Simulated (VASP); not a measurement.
# Yb (Pm-3m) in VASP: further runs

The runs below take Yb through single point, with r2SCAN.

Program: VASP 6.6.1. These are calculated values, not measurements. Logs are shortened: lines on timing, memory, paths and dates and some standing lists are left out, and cuts for length are marked.

## 1. The cell of the first run

Symmetry: Pm-3m, No. 221, cubic system. The conventional cell has a = 3.336 Å, b = 3.336 Å, c = 3.336 Å, α = 90.00°, β = 90.00°, γ = 90.00°. Within 4.4 Å of Yb (site symmetry m-3m) lie 6 Yb at 3.34 Å.

## 2. Single point, r2SCAN (volume scaled by 1.04)

POSCAR

```
Yb
1.0
    3.3357161471      0.0000000000      0.0000000000
    0.0000000000      3.3357161471      0.0000000000
    0.0000000000      0.0000000000      3.3357161471
Yb
1
Direct
    0.0000000000      0.0000000000      0.0000000000
```

INCAR.step1

```
SYSTEM = Yb
ALGO     = Normal         ! electronic algorithm
EDIFF    = 1E-4           ! SCF threshold, eV
ENCUT    = 520            ! plane-wave cutoff, eV
GGA      = PE             ! functional
ISMEAR   = -1             ! smearing method
LASPH    = .True.         ! aspherical terms in the spheres
LCHARG   = .False.        ! write CHGCAR
LREAL    = .False.        ! projectors in reciprocal space
LWAVE    = .True.         ! write WAVECAR
NBANDS   = 18             ! bands
NELM     = 80             ! most SCF steps
PREC     = Accurate       ! precision mode
SIGMA    = 0.1            ! smearing width, eV
```

INCAR.step2

```
SYSTEM = Yb
ALGO     = Normal         ! electronic algorithm
EDIFF    = 1E-6           ! SCF threshold, eV
ENCUT    = 520            ! plane-wave cutoff, eV
ISIF     = 2              ! what is computed and relaxed
ISMEAR   = -1             ! smearing method
ISTART   = 1            
LASPH    = .True.         ! aspherical terms in the spheres
LCHARG   = .False.        ! write CHGCAR
LMIXTAU  = .True.       
LREAL    = .False.        ! projectors in reciprocal space
LWAVE    = .False.        ! write WAVECAR
METAGGA  = R2SCAN         ! meta-GGA
NBANDS   = 18             ! bands
NELM     = 80             ! most SCF steps
PREC     = Accurate       ! precision mode
SIGMA    = 0.1            ! smearing width, eV
```

KPOINTS

```
k-points
0
Gamma
  11 11 11
  0 0 0
```

Potentials or basis: VASP PAW PBE potentials, release 64 (Yb).

The run is started by

```console
cat potpaw_PBE.64/Yb/POTCAR > POTCAR
cp INCAR.step1 INCAR
mpirun -np 1 vasp_std > vasp.out
cp INCAR.step2 INCAR
mpirun -np 1 vasp_std > vasp.out
```

OUTCAR:

```text
SYSTEM = Yb
   EDIFF = 1E-6
   ENCUT = 520
   ISIF = 2
   ISMEAR = -1
   ISTART = 1
   LASPH = .True.
   LREAL = .False.
   METAGGA = R2SCAN
   NELM = 80
   PREC = Accurate

 ion  position               nearest neighbor table
   1  0.000  0.000  0.000-

  LATTYP: Found a simple cubic cell.
 ALAT       =     3.3357161471

  Lattice vectors:

 A1 = (   3.3357161471,   0.0000000000,   0.0000000000)
 A2 = (   0.0000000000,   3.3357161471,   0.0000000000)
 A3 = (   0.0000000000,   0.0000000000,   3.3357161471)

Analysis of symmetry for initial positions (statically):
=====================================================================
 Subroutine PRICEL returns:
 Original cell was already a primitive cell.

 Routine SETGRP: Setting up the symmetry group for a
 simple cubic supercell.

 Subroutine GETGRP returns: Found 48 space group operations
 (whereof 48 operations were pure point group operations)
 out of a pool of 48 trial point group operations.

The static configuration has the point symmetry O_h .

Analysis of symmetry for dynamics (positions and initial velocities):
=====================================================================
 Subroutine PRICEL returns:
 Original cell was already a primitive cell.

 Routine SETGRP: Setting up the symmetry group for a
 simple cubic supercell.

 Subroutine GETGRP returns: Found 48 space group operations
 (whereof 48 operations were pure point group operations)
 out of a pool of 48 trial point group operations.

The dynamic configuration has the point symmetry O_h .

 Subroutine INISYM returns: Found 48 space group operations
 (whereof 48 operations are pure point group operations),
 and found     1 'primitive' translations

----------------------------------------------------------------------------------------

                                     Primitive cell

  volume of cell :      37.1165

  direct lattice vectors                    reciprocal lattice vectors
     3.335716147  0.000000000  0.000000000     0.299785700  0.000000000  0.000000000
     0.000000000  3.335716147  0.000000000     0.000000000  0.299785700  0.000000000
     0.000000000  0.000000000  3.335716147     0.000000000  0.000000000  0.299785700

  length of vectors
     3.335716147  3.335716147  3.335716147     0.299785700  0.299785700  0.299785700

  position of ions in fractional coordinates (direct lattice)
     0.000000000  0.000000000  0.000000000

  ion indices of the primitive-cell ions
   primitive index   ion index
                 1           1

----------------------------------------------------------------------------------------

 KPOINTS: k-points

Automatic generation of k-mesh.
 Grid dimensions read from file:
 generate k-points for:   11   11   11

 Generating k-lattice:

  Cartesian coordinates                     Fractional coordinates (reciprocal lattice)
     0.027253245  0.000000000  0.000000000     0.090909091  0.000000000  0.000000000
     0.000000000  0.027253245  0.000000000     0.000000000  0.090909091  0.000000000
     0.000000000  0.000000000  0.027253245     0.000000000  0.000000000  0.090909091

  Length of vectors
     0.027253245  0.027253245  0.027253245

  Shift w.r.t. Gamma in fractional coordinates (k-lattice)
     0.000000000  0.000000000  0.000000000

 Subroutine IBZKPT returns following result:
 ===========================================

 Found     56 irreducible k-points:

 Following reciprocal coordinates:
            Coordinates               Weight
  0.000000  0.000000  0.000000      1.000000
  0.090909  0.000000  0.000000      6.000000
  0.181818  0.000000  0.000000      6.000000
  0.272727  0.000000  0.000000      6.000000
  0.363636  0.000000  0.000000      6.000000
  0.454545  0.000000  0.000000      6.000000
[... 16 lines left out ...]
  0.181818  0.090909  0.090909     24.000000
  0.272727  0.090909  0.090909     24.000000
 [... further k-points ...]
   k-points           NKPTS =     56   k-points in BZ     NKDIM =     56   number of bands    NBANDS=     18
   number of dos      NEDOS =    301   number of ions     NIONS =      1
   total plane-waves  NPLWV =  21952
   dimension x,y,z NGX =    28 NGY =   28 NGZ =   28
   dimension x,y,z NGXF=    56 NGYF=   56 NGZF=   56
   ions per type =               1
   NGX,Y,Z   is equivalent  to a cutoff of  13.95, 13.95, 13.95 a.u.
   NGXF,Y,Z  is equivalent  to a cutoff of  27.91, 27.91, 27.91 a.u.
 SYSTEM =  Yb
   PREC   = accura    normal or accurate (medium, high low for compatibility)
   ISTART =      1    job   : 0-new  1-cont  2-samecut
   ICHARG =      0    charge: 1-file 2-atom 10-const
   ISPIN  =      1    spin polarized calculation?
   LNONCOLLINEAR =      F non collinear calculations
   LSORBIT =      F    spin-orbit coupling
   LASPH  =      T    aspherical Exc in radial PAW
   ENCUT  =  520.0 eV  38.22 Ry    6.18 a.u.   6.20  6.20  6.20*2*pi/ulx,y,z
   NELM   =     80;   NELMIN=  2; NELMDL=  0     # of ELM steps
   EDIFF  = 0.1E-05   stopping-criterion for ELM
   LREAL  =      F    real-space projection
   EDIFFG = 0.1E-04   stopping-criterion for IOM
   NSW    =      0    number of steps for IOM
   IBRION =     -1    ionic relax: 0-MD 1-quasi-New 2-CG
   NFREE  =      0    steps in history (QN), initial steepest desc. (CG)
   ISIF   =      2    stress and relaxation
   ISYM   =      2    0-nonsym 1-usesym 2-fastsym
   POTIM  = 0.5000    time-step for ionic-motion
   TEBEG  =    0.0;   TEEND  =   0.0 temperature during run
   PSTRESS=    0.0 pullay stress
   NELECT =      24.0000    total number of electrons
   NUPDOWN=      -1.0000    fix difference up-down
   EMIN   =  10.00;   EMAX   =-10.00  energy-range for DOS
   EFERMI =   0.00;   METHOD = LEGACY
   ISMEAR =    -1;   SIGMA  =   0.10  broadening in eV -4-tet -1-fermi 0-gaus
   EFERMI_NEDOS =   21; number of points for ismear=-14 and -15
   IALGO  =     38    algorithm
   IMIX   =      4    mixing-type and parameters
     AMIX     =   0.40;   BMIX     =  1.00
     AMIX_MAG =   1.60;   BMIX_MAG =  1.00
  volume/ion in A,a.u.               =      37.12       250.47
  Fermi-wavevector in a.u.,A,eV,Ry     =   1.415651  2.675192 27.266992  2.004067
  Thomas-Fermi vector in A             =   2.537067
   LORBIT       =      0    0 simple, 1 ext, 2 COOP (PROOUT), +10 PAW based schemes
   METAGGA = R2SCAN    functional components
   LHFCALC =     F    Hartree Fock is set to
   AEXX    =    0.0000 exact exchange contribution
   IVDW    =     0    specifies the selected vdW correction
   LEPSILON=     F    determine dielectric tensor
   LRPA    =     F    only Hartree local field effects (RPA)
 non-spin polarized calculation
  energy-cutoff  :      520.00
  volume of cell :       37.12
 maximum number of plane-waves:      1021
 NGX is ok and might be reduce to    28
   NGX = 13   NGY = 13   NGZ = 13

 number of electron      24.0000007 magnetization

 Free energy of the ion-electron system (eV)
  ---------------------------------------------------
  ext. energy  EPLUGINS =         0.00000000
  ---------------------------------------------------
  free energy    TOTEN  =       -35.06807640 eV

  energy without entropy =      -34.98209724  energy(sigma->0) =      -35.02508682

 E-fermi :   1.2809     XC(G=0):  -9.9357

 val. band max:        1.2638172839   @ k =   0.4545   0.2727   0.0000
 cond. band min:       1.2971955274   @ k =   0.4545   0.3636   0.3636
 fundamental gap:      0.0333782435
 Fermi energy:         1.2808729041

 k-point     1 :       0.0000    0.0000    0.0000
  band No.  band energies     occupation
      1     -52.2942      2.00000
      2     -23.8291      2.00000
      3     -23.8291      2.00000
      4     -23.8291      2.00000
      5      -3.7595      2.00000
      6       0.7646      1.98862
[... 10 lines left out ...]
     17       8.3655      0.00000
     18      11.9238      0.00000

 k-point     2 :       0.0909    0.0000    0.0000
  band No.  band energies     occupation
      1     -52.2923      2.00000
      2     -23.8684      2.00000
      3     -23.8257      2.00000
      4     -23.8257      2.00000
      5      -3.5975      2.00000
      6       0.7567      1.98947
[... 10 lines left out ...]
     17       8.3887      0.00000
     18      11.0774      0.00000

 k-point     3 :       0.1818    0.0000    0.0000
  band No.  band energies     occupation
      1     -52.2874      2.00000
      2     -23.9726      2.00000
      3     -23.8167      2.00000
      4     -23.8167      2.00000
      5      -3.1338      2.00000
      6       0.7343      1.99158
[... 10 lines left out ...]
     17       8.4518      0.00000
     18       9.8380      0.00000

 k-point     4 :       0.2727    0.0000    0.0000
  band No.  band energies     occupation
      1     -52.2810      2.00000
      2     -24.1060      2.00000
      3     -23.8048      2.00000
      4     -23.8048      2.00000
      5      -2.4272      2.00000
      6       0.7034      1.99381
[... 10 lines left out ...]
     17       8.5361      0.00000
     18       9.1845      0.00000

 k-point     5 :       0.3636    0.0000    0.0000
  band No.  band energies     occupation
      1     -52.2750      2.00000
      2     -24.2256      2.00000
      3     -23.7938      2.00000
      4     -23.7938      2.00000
      5      -1.5649      2.00000
      6       0.6726      1.99544
[... 10 lines left out ...]
     17       8.6155      0.00000
     18       9.4128      0.00000

 k-point     6 :       0.4545    0.0000    0.0000
  band No.  band energies     occupation
      1     -52.2715      2.00000
      2     -24.2955      2.00000
      3     -23.7873      2.00000
      4     -23.7873      2.00000
      5      -0.7369      2.00000
      6       0.6010      1.99777
[... 10 lines left out ...]
     17       8.6636      0.00000
     18      10.0817      0.00000

 k-point     7 :       0.0909    0.0909    0.0000
  band No.  band energies     occupation
      1     -52.2905      2.00000
      2     -23.8672      2.00000
      3     -23.8626      2.00000
      4     -23.8223      2.00000
      5      -3.4365      2.00000
      6       0.7554      1.98961
[... 10 lines left out ...]
     17       8.1509      0.00000
     18      11.4259      0.00000

 k-point     8 :       0.1818    0.0909    0.0000
  band No.  band energies     occupation
      1     -52.2856      2.00000
      2     -23.9688      2.00000
      3     -23.8553      2.00000
      4     -23.8133      2.00000
      5      -2.9761      2.00000
      6       0.7359      1.99144
[... 10 lines left out ...]
     17       8.1419      0.00000
     18      10.3029      0.00000
[... 229 lines left out ...]
     17       6.5150      0.00000
     18      10.1305      0.00000

 k-point    20 :       0.4545    0.3636    0.0000
  band No.  band energies     occupation
      1     -52.2528      2.00000
      2     -24.2410      2.00000
      3     -24.1642      2.00000
      4     -23.7538      2.00000
      5       0.2699      1.99992
      6       0.6926      1.99444
[... 10 lines left out ...]
     17       6.5141      0.00000
     18      10.0700      0.00000

 k-point    21 :       0.4545    0.4545    0.0000
  band No.  band energies     occupation
      1     -52.2494      2.00000
      2     -24.2315      2.00000
      3     -24.2303      2.00000
      4     -23.7476      2.00000
      5       0.2055      1.99996
      6       0.6881      1.99469
[... 10 lines left out ...]
     17       6.2377      0.00000
     18       9.9989      0.00000

 k-point    22 :       0.0909    0.0909    0.0909
  band No.  band energies     occupation
      1     -52.2887      2.00000
      2     -23.8659      2.00000
      3     -23.8591      2.00000
      4     -23.8591      2.00000
      5      -3.2766      2.00000
      6       0.7592      1.98921
[... 10 lines left out ...]
     17       7.7260      0.00000
     18      11.6886      0.00000

 k-point    23 :       0.1818    0.0909    0.0909
  band No.  band energies     occupation
      1     -52.2838      2.00000
      2     -23.9650      2.00000
      3     -23.8539      2.00000
      4     -23.8498      2.00000
      5      -2.8197      2.00000
      6       0.7389      1.99118
[... 10 lines left out ...]
     17       7.7684      0.00000
     18      10.7467      0.00000

 k-point    24 :       0.2727    0.0909    0.0909
  band No.  band energies     occupation
      1     -52.2774      2.00000
      2     -24.0971      2.00000
      3     -23.8415      2.00000
      4     -23.8374      2.00000
      5      -2.1242      2.00000
      6       0.7070      1.99358
[... 10 lines left out ...]
     17       7.8812      0.00000
     18       9.9063      0.00000

 [... further k-points ...]
[... 5 lines left out ...]
  --------------------------------------------------------------------------------------
  -------------------------------------------------------------------------------------
  Total       -0.3304016     -0.3304016     -0.3304016     -0.0000000     -0.0000000     -0.0000000
  in kB      -14.2621648    -14.2621648    -14.2621648     -0.0000000     -0.0000000     -0.0000000
  external PRESSURE =     -14.2621648 kB  Pullay stress =       0.0000000 kB

 VOLUME and BASIS-vectors are now :
 -----------------------------------------------------------------------------
  energy-cutoff  :      520.00
  volume of cell :       37.12
      direct lattice vectors                 reciprocal lattice vectors
     3.335716147  0.000000000  0.000000000     0.299785700  0.000000000  0.000000000
     0.000000000  3.335716147  0.000000000     0.000000000  0.299785700  0.000000000
     0.000000000  0.000000000  3.335716147     0.000000000  0.000000000  0.299785700

 POSITION                                       TOTAL-FORCE (eV/Angst)
 -----------------------------------------------------------------------------------
      0.00000      0.00000      0.00000         0.000000      0.000000      0.000000
 -----------------------------------------------------------------------------------
    total drift:                               -0.000000     -0.000000     -0.000000

  FREE ENERGIE OF THE ION-ELECTRON SYSTEM (eV)
  ---------------------------------------------------
  free  energy   TOTEN  =       -35.0680764007 eV

  energy  without entropy=      -34.9820972448  energy(sigma->0) =      -35.02508682
```

Wall time 3.2 min (1 thread of Intel Xeon Platinum 8559C (Emerald Rapids), shared host); peak memory 0.19 GiB.

What came out:

- Free energy: -35.0681 eV
- Pressure: -1.4 GPa
- Band gap on the k mesh: zero (band 12 reaches 1.63 eV, above the bottom of band 13 at 1.16 eV)

Caveat: the PAW data sets were made with another functional, which shifts forces and pressure a little; spin-orbit coupling is left out, which moves the levels of the heavy elements. Spin polarisation is off, so any magnetic state and its effect on volume and gap are missing.

## 3. Single point, r2SCAN (volume scaled by 1.08)

POSCAR

```
Yb
1.0
    3.3779448851      0.0000000000      0.0000000000
    0.0000000000      3.3779448851      0.0000000000
    0.0000000000      0.0000000000      3.3779448851
Yb
1
Direct
    0.0000000000      0.0000000000      0.0000000000
```

INCAR.step1

```
SYSTEM = Yb
ALGO = Normal
EDIFF = 1E-4
ENCUT = 520
GGA = PE
ISMEAR = -1
LASPH = .True.
LCHARG = .False.
LREAL = .False.
LWAVE = .True.
NBANDS = 18
NELM = 80
PREC = Accurate
SIGMA = 0.1
```

INCAR.step2

```
SYSTEM = Yb
ALGO = Normal
EDIFF = 1E-6
ENCUT = 520
ISIF = 2
ISMEAR = -1
ISTART = 1
LASPH = .True.
LCHARG = .False.
LMIXTAU = .True.
LREAL = .False.
LWAVE = .False.
METAGGA = R2SCAN
NBANDS = 18
NELM = 80
PREC = Accurate
SIGMA = 0.1
```

KPOINTS is that of step 2.

Potentials or basis: VASP PAW PBE potentials, release 64 (Yb).

The run is started by

```console
cat potpaw_PBE.64/Yb/POTCAR > POTCAR
cp INCAR.step1 INCAR
mpirun -np 1 vasp_std > vasp.out
cp INCAR.step2 INCAR
mpirun -np 1 vasp_std > vasp.out
```

Wall time 3.1 min (1 thread of Intel Xeon Platinum 8559C (Emerald Rapids), shared host); peak memory 0.2 GiB.

The run converged. Its results:

```
Free energy            : -35.0615 eV
Pressure               : 2.0 GPa
Band gap on the k mesh : zero (band 12 reaches 1.56 eV, above the bottom of band 13 at 1.02 eV)
```

Levels at points of the mesh, in eV from the Fermi level:
| k point | band 9 | band 10 | band 11 | band 12 | band 13 | band 14 | band 15 | band 16 |
| --- | --- | --- | --- | --- | --- | --- | --- | --- |
| (0.00, 0.00, 0.00) | -0.49 | -0.49 | -0.49 | -0.44 | 0.85 | 0.85 | 6.90 | 6.90 |

Caveat: the PAW data sets were made with another functional, which shifts forces and pressure a little; spin-orbit coupling is left out, which moves the levels of the heavy elements. Spin polarisation is off, so any magnetic state and its effect on volume and gap are missing.

## 4. Single point, r2SCAN (volume scaled by 1.12)

POSCAR

```
Yb
1.0
    3.4191433952      0.0000000000      0.0000000000
    0.0000000000      3.4191433952      0.0000000000
    0.0000000000      0.0000000000      3.4191433952
Yb
1
Direct
    0.0000000000      0.0000000000      0.0000000000
```

INCAR.step1

```
SYSTEM = Yb
  PREC = Accurate
  ENCUT = 520
  ISMEAR = -1
  SIGMA = 0.1
  LREAL = .False.
  LASPH = .True.
  NELM = 100
  NBANDS = 18
  GGA = PE
  ALGO = Normal
  EDIFF = 1E-4
  LWAVE = .True.
  LCHARG = .False.
```

INCAR.step2

```
SYSTEM = Yb
  PREC = Accurate
  ENCUT = 520
  EDIFF = 1E-7
  ISMEAR = -1
  SIGMA = 0.1
  LREAL = .False.
  LASPH = .True.
  NELM = 100
  ALGO = Normal
  ISIF = 2
  LWAVE = .False.
  LCHARG = .False.
  METAGGA = R2SCAN
  LMIXTAU = .True.
  NBANDS = 18
  ISTART = 1
```

KPOINTS

```
regular mesh
0
Gamma
  11 11 11
  0 0 0
```

The run is started by

```console
cat potpaw_PBE.64/Yb/POTCAR > POTCAR
cp INCAR.step1 INCAR
mpirun -np 1 vasp_std > vasp.out
cp INCAR.step2 INCAR
mpirun -np 1 vasp_std > vasp.out
```

Wall time 4.5 min (1 thread of Intel Xeon Platinum 8559C (Emerald Rapids), shared host); peak memory 0.2 GiB.

Results (log left out):

- Free energy: -35.0512 eV
- Pressure: -1.5 GPa
- Band gap on the k mesh: zero (band 12 reaches 1.50 eV, above the bottom of band 13 at 0.89 eV)

Levels at points of the mesh, in eV from the Fermi level:
```tsv
k point	band 8	band 9	band 10	band 11	band 12	band 13	band 14	band 15	band 16	band 17
(0.00, 0.00, 0.00)	-0.51	-0.49	-0.49	-0.49	-0.44	0.89	0.89	6.74	6.74	6.74
```

Caveat: the PAW data sets were made with another functional, which shifts forces and pressure a little; spin-orbit coupling is left out, which moves the levels of the heavy elements.

## 5. Summary

| cell | gap on the mesh (eV) | pressure (GPa) |
| --- | --- | --- |
| a = 3.336 Å, 1 atom | none | -1.4 |
| a = 3.378 Å, 1 atom | none | 2.0 |
| a = 3.419 Å, 1 atom | none | -1.5 |

Alike in all rows: task single point; level r2SCAN; potentials or basis VASP PAW PBE potentials, release 64 (Yb); no spin polarisation; k mesh 11 × 11 × 11; cutoff (eV) 520; smearing fermi-dirac 0.1 eV.

Caveats: the PAW data sets were made with another functional, which shifts forces and pressure a little; spin-orbit coupling is left out, which moves the levels of the heavy elements.

Absolute energies hang on the potentials; compare differences alone.
